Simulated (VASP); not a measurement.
Here is a VASP 6.6.1 calculation.

File POSCAR:

```
Mg3Zn13O16
1.0
    8.5121420000      0.0000000000      0.0000000000
    0.0000000000      8.5121420000      0.0000000000
    0.0000000000      0.0000000000      8.5121420000
O Mg Zn
32 6 26
Direct
    0.2485310000      0.9990650000      0.9999420000
    0.2497810000      0.9973030000      0.4996950000
    0.2514660000      0.4997110000      0.0002290000
    0.2505790000      0.5011990000      0.5002160000
    0.7511810000      0.9991240000      0.0000720000
    0.7502570000      0.9991090000      0.4997130000
    0.7482000000      0.4996320000      0.9999940000
    0.7496120000      0.4994420000      0.4998240000
    0.9995950000      0.2472350000      0.9972690000
    0.0003750000      0.2495020000      0.5013470000
    0.0000300000      0.7515010000      0.0020700000
    0.0022730000      0.7492140000      0.4979990000
    0.4999990000      0.2515250000      0.9975820000
    0.4998670000      0.2492530000      0.5014630000
    0.4997530000      0.7476490000      0.9998800000
    0.4982500000      0.7493120000      0.5001270000
    0.9994020000      0.9972370000      0.2474390000
    0.9998580000      0.0017180000      0.7519940000
    0.0000250000      0.5005650000      0.2496420000
    0.9997980000      0.4977340000      0.7500720000
    0.5001020000      0.9995210000      0.2495540000
    0.5002530000      0.0011290000      0.7500810000
    0.4997060000      0.4989370000      0.2479800000
    0.5001500000      0.4972430000      0.7523820000
    0.2495860000      0.2489200000      0.2497800000
    0.2499930000      0.2493360000      0.7495600000
    0.2479180000      0.7492620000      0.2525300000
    0.2497300000      0.7494320000      0.7480570000
    0.7501580000      0.2495350000      0.2500800000
    0.7499510000      0.2494600000      0.7492280000
    0.7513690000      0.7489770000      0.2506630000
    0.7503020000      0.7494050000      0.7494810000
    0.9998850000      0.9994750000      0.9996710000
    0.4998850000      0.4997510000      0.0003460000
    0.2504660000      0.7493080000      0.5005200000
    0.9999030000      0.2499450000      0.7490530000
    0.9994000000      0.7486800000      0.2499710000
    0.5000720000      0.2490140000      0.7493360000
    0.0000600000      0.9991570000      0.4996640000
    0.9997670000      0.4993280000      0.9997760000
    0.0000130000      0.4995460000      0.4998090000
    0.4997930000      0.9995770000      0.9997860000
    0.5000460000      0.9993400000      0.4996390000
    0.5000820000      0.4993370000      0.4999430000
    0.2498180000      0.2494110000      0.9995980000
    0.2500600000      0.2493790000      0.4995760000
    0.2497280000      0.7494110000      0.0002360000
    0.7498690000      0.2494180000      0.9996680000
    0.7499820000      0.2492840000      0.4995510000
    0.7498290000      0.7495300000      0.9999330000
    0.7499310000      0.7492790000      0.5000400000
    0.2497160000      0.9989960000      0.2498660000
    0.2498830000      0.9994280000      0.7498240000
    0.2497820000      0.4992280000      0.2501760000
    0.2501950000      0.4994670000      0.7500720000
    0.7498550000      0.9992360000      0.2498720000
    0.7501090000      0.9994230000      0.7498230000
    0.7497730000      0.4992430000      0.2500070000
    0.7497320000      0.4994570000      0.7498270000
    0.9998570000      0.2490620000      0.2495880000
    0.9999000000      0.7493880000      0.7499270000
    0.4998160000      0.2492710000      0.2495360000
    0.4997290000      0.7493580000      0.2499880000
    0.5000550000      0.7493610000      0.7501180000
```

The input INCAR.step1:

```
SYSTEM = Mg3Zn13O16
  ALGO = Normal
  EDIFF = 1E-4
  ENCUT = 520
  GGA = PE
  ISMEAR = -1
  LASPH = .TRUE.
  LCHARG = .FALSE.
  LREAL = Auto
  LWAVE = .TRUE.
  NBANDS = 296
  NELM = 100
  PREC = Accurate
  SIGMA = 0.05
```

Contents of INCAR.step2:

```
SYSTEM = Mg3Zn13O16
  ALGO = Normal
  EDIFF = 1E-6
  ENCUT = 520
  ISIF = 2
  ISMEAR = -1
  ISTART = 1
  LASPH = .TRUE.
  LCHARG = .FALSE.
  LMIXTAU = .TRUE.
  LREAL = Auto
  LWAVE = .FALSE.
  METAGGA = R2SCAN
  NBANDS = 296
  NELM = 100
  PREC = Accurate
  SIGMA = 0.05
```

Contents of KPOINTS:

```
k-points
0
G
  1 1 1
  0 0 0
```

Potentials or basis: VASP PAW PBE potentials, release 64 (O, Mg, Zn).

Run with:

```bash
$ cat potpaw_PBE.64/O/POTCAR potpaw_PBE.64/Mg/POTCAR potpaw_PBE.64/Zn/POTCAR > POTCAR
$ cp INCAR.step1 INCAR
$ mpirun -np 1 vasp_gam > vasp.out
$ cp INCAR.step2 INCAR
$ mpirun -np 1 vasp_gam > vasp.out
```

Problem. Estimate the band gap on the k mesh.

Solution. 1.92 eV.

Problem. What does it give for the largest force?

Solution. 0.179 eV/Å.

Problem. Predict the pressure.

Solution. 1.2 GPa.

Forces in eV/Å, atoms in the order of the input:
```
O   -0.101 -0.020  0.004
O    0.004 -0.119  0.006
O    0.105  0.009 -0.008
O    0.011  0.113 -0.019
O    0.100 -0.009 -0.007
O    0.003 -0.025 -0.007
O   -0.101  0.006  0.013
O   -0.019  0.020 -0.008
O    0.014 -0.094 -0.091
O    0.004 -0.029  0.107
O    0.000  0.077  0.083
O    0.104  0.006 -0.101
O   -0.004  0.086 -0.121
O   -0.023  0.008  0.126
O   -0.013 -0.110  0.007
O   -0.122 -0.020  0.002
O    0.007 -0.098 -0.121
O   -0.008  0.087  0.115
O   -0.019  0.102 -0.048
O    0.000 -0.124  0.039
O    0.001 -0.003 -0.038
O   -0.008  0.130  0.027
O    0.009  0.000 -0.127
O   -0.003 -0.140  0.112
O   -0.013  0.006  0.031
O   -0.002 -0.004 -0.035
O   -0.121 -0.012  0.118
O   -0.014 -0.007 -0.125
O    0.011 -0.015  0.004
O    0.002 -0.011 -0.010
O    0.129 -0.008  0.002
O    0.012 -0.005 -0.021
Mg  -0.008 -0.012  0.007
Mg   0.001 -0.024 -0.014
Mg  -0.016 -0.008 -0.024
Mg  -0.003 -0.028  0.017
Mg   0.015  0.016  0.004
Mg  -0.001  0.006  0.013
Zn   0.003  0.007  0.004
Zn   0.003  0.005  0.009
Zn   0.008  0.011  0.003
Zn   0.013  0.015 -0.002
Zn  -0.010  0.010  0.023
Zn  -0.013  0.005  0.012
Zn   0.009  0.010 -0.002
Zn  -0.002  0.003  0.029
Zn  -0.003  0.010  0.005
Zn  -0.002  0.009 -0.011
Zn   0.001  0.012  0.028
Zn   0.018  0.004  0.019
Zn   0.014  0.018 -0.019
Zn  -0.020 -0.002  0.005
Zn  -0.010  0.019  0.002
Zn   0.011  0.038 -0.007
Zn   0.008 -0.007 -0.003
Zn   0.027  0.005 -0.011
Zn   0.007  0.033  0.011
Zn   0.002  0.018 -0.015
Zn  -0.008 -0.018  0.018
Zn  -0.002  0.001 -0.004
Zn   0.015  0.029 -0.002
Zn   0.009  0.022  0.001
Zn  -0.002 -0.002  0.004
Zn  -0.012 -0.002 -0.009
```

Caveat: the k points lie up to 0.74 Å⁻¹ apart; the PAW data sets were made with another functional, which shifts forces and pressure a little; an odd mesh through Γ misses points on the zone boundary, where band edges can lie.
